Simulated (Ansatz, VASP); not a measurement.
## One calculation of ZnSe, two programs

```xyz
2
Lattice="0.0000 2.8908 2.8908 2.8908 0.0000 2.8908 2.8908 2.8908 0.0000" Properties=species:S:1:pos:R:3 pbc="T T T"
Zn    0.0000    0.0000    0.0000
Se    4.3362    4.3362    4.3362
```

Alike in both runs: task single point; functional LDA; k mesh 10 × 10 × 10; occupations gaussian, width 0.05 eV; no spin polarisation.

|  | VASP | Ansatz |
| --- | --- | --- |
| version | VASP 6.6.1 | Ansatz 0.2.0 |
| potentials or method | VASP PAW LDA potentials, release 64 (Zn, Se), cutoff 520 eV | scalar-relativistic, plane waves, PAW |
| valence electrons in the cell | 18 | 28 |

```csv
,VASP,Ansatz,Ansatz less VASP
gap on the k mesh at the Fermi level (eV),0.83,0.80,-0.035
least direct gap on the mesh (eV),0.83,0.80,-0.035
pressure (GPa),-6.0,-6.3,-0.23
```

Ansatz warns that its potentials were made for another functional, while VASP's fit it. LDA's correlation is that of Perdew and Zunger in VASP and of Perdew and Wang (1992) in Ansatz. VASP's potentials hold 18 valence electrons a cell and Ansatz's 28, so a difference there can come from the potentials and not from the codes.
